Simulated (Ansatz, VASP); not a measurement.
# HfBi3O: VASP beside Ansatz

Contents of INCAR:

```
SYSTEM = HfBi3O
PREC = Accurate
ENCUT = 600
EDIFF = 1E-7
ISMEAR = 0
SIGMA = 0.1
LREAL = .FALSE.
LASPH = .TRUE.
NELM = 80
ALGO = Normal
ISIF = 3
LWAVE = .FALSE.
LCHARG = .FALSE.
GGA = PE
IBRION = 2
NSW = 100
EDIFFG = -0.01
```

The input KPOINTS:

```
Automatic mesh
0
G
  6 6 10
  0 0 0
```

The input POSCAR:

```
HfBi3O
1.0
    6.6213370718      0.0000000000      0.0000000000
   -3.3106685359      5.7342461112      0.0000000000
    0.0000000000      0.0000000000      3.8695805454
Hf Bi O
1 3 1
Direct
    0.0000000000      0.0000000000      0.0000000000
    0.5000000000      0.0000000000      0.0000000000
    0.0000000000      0.5000000000      0.0000000000
    0.5000000000      0.5000000000      0.0000000000
    0.0000000000      0.0000000000      0.5000000000
```

Input for Ansatz:

```yaml
crystal:
  lattice:
    - [6.6213372239, 0.0, 0.0]
    - [-3.310668612, 5.7342462429, 0.0]
    - [0.0, 0.0, 3.8695805196]
  atoms:
    - { symbol: Hf, position: [0.0, 0.0, 0.0] }
    - { symbol: Bi, position: [0.5, 0.0, 0.0] }
    - { symbol: Bi, position: [0.0, 0.5, 0.0] }
    - { symbol: Bi, position: [0.5, 0.5, 0.0] }
    - { symbol: O, position: [0.0, 0.0, 0.5] }
basis:
  ecutwfc: 420
kpoints:
  mp_grid: { grid: [6, 6, 10] }
hamiltonian:
  xc: pbe
scf:
  occupations: { method: gaussian, width: 0.1 }
output:
  forces: true
  stress: true
  eigenvalues: true
  write_density: true
  write_potential: true
  elf: true
  volumetric_format: npy
relax:
  adjacent_minimum: "off"
  f_tol: 0.01
  max_steps: 80
  cell: { stress_tol: 0.05 }
```

Alike in both runs: task relaxation of cell and atoms; functional PBE; k mesh 6 × 6 × 10; occupations gaussian, width 0.1 eV; no spin polarisation.

|  | VASP | Ansatz |
| --- | --- | --- |
| version | VASP 6.6.1 | Ansatz 0.2.0 |
| potentials or method | VASP PAW PBE potentials, release 64 (Hf_pv, Bi_d, O), cutoff 600 eV | scalar-relativistic, plane waves, PAW |
| valence electrons in the cell | 61 | 77 |

|  | VASP | Ansatz | Ansatz less VASP |
| --- | --- | --- | --- |
| gap on the k mesh at the Fermi level, each at its own relaxed structure (eV) | none | none | - |
| relaxed volume (Å³/atom) | 29.24 | 29.37 | +0.134 |
| relaxed length of the cell vector where the two differ most in proportion (Å) | 3.850 | 3.861 | +0.0109 |

A gap of «none» marks a metal or a gap that the smearing closes. VASP's potentials hold 61 valence electrons a cell and Ansatz's 77, so a difference there can come from the potentials and not from the codes.

Neither program's run includes spin-orbit coupling.
